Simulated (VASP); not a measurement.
Input of a VASP 6.6.1 run:

The input INCAR:

```
SYSTEM = CF4
  PREC = Accurate
  ENCUT = 520
  EDIFF = 1E-6
  ISMEAR = -1
  SIGMA = 0.05
  LREAL = Auto
  LASPH = .TRUE.
  NELM = 80
  ALGO = Normal
  ISIF = 2
  LWAVE = .FALSE.
  LCHARG = .FALSE.
  GGA = PE
  IVDW = 12
  NBANDS = 117
```

The input KPOINTS:

```
regular mesh
0
G
  1 1 1
  0 0 0
```

POSCAR

```
CF4
1.0
    8.1733020000      0.0000000000      0.0000000000
    0.0000000000      8.1733020000      0.0000000000
    0.0000000000      0.0000000000      8.1733020000
C F
6 24
Direct
    0.8429763148      1.0055299559      0.0996537262
    0.2870688003      0.7608063424      0.1313300304
    0.1344744144      0.7767729615      0.6296353665
    0.6644315847      0.4604626135      0.8286369450
    0.0855468206      0.3810577414      0.4202707792
    0.6468988910      0.9884621907      0.5916947642
    0.6975026739      1.0540170913      0.0777653878
    0.8536084926      0.8403702690      0.1063462478
    0.9309334220      1.0523164322     -0.0368883959
    0.9266511870      1.0427486957      0.2375294587
    0.2484919804      0.8522993522      0.2465588571
    0.3119179984      0.8620016733      0.0039274213
    0.4114126702      0.6621191778      0.1494377670
    0.1491196581      0.6640890059      0.0817050441
    0.0243108599      0.8182372314      0.7489017291
    0.0376347283      0.7122090925      0.5100631299
    0.2014485700      0.9121405278      0.5877551080
    0.2363181980      0.6684691206      0.6854757110
    0.7127351956      0.5913644204      0.8976665734
    0.5308870271      0.3927665954      0.9182580064
    0.5898839906      0.5037376571      0.6801902095
    0.7571847951      0.3426522108      0.7945870592
   -0.0154649859      0.4485702351      0.3151113222
    0.0506404878      0.4254584010      0.5682403513
    0.0960077090      0.2142341002      0.4019305784
    0.2521869374      0.4198425557      0.3862208933
    0.6553899513      0.8536451975      0.5020981728
    0.5213804653      1.0845677793      0.5243046201
    0.6190765984      0.9755665458      0.7520828179
    0.7823276321      1.0719535385      0.5733667984
```

Potentials or basis: VASP PAW PBE potentials, release 64 (C, F).

Launch:

```sh
$ cat potpaw_PBE.64/C/POTCAR potpaw_PBE.64/F/POTCAR > POTCAR
$ mpirun -np 1 vasp_gam > vasp.out
```

(1) Estimate the largest force.

(2) Predict the pressure.

(3) What does it give for the dispersion energy per atom?

## Answers

(1) 7.053 eV/Å.

(2) 2.4 GPa.

(3) -0.030 eV.

Caveat: the k points lie up to 0.77 Å⁻¹ apart.
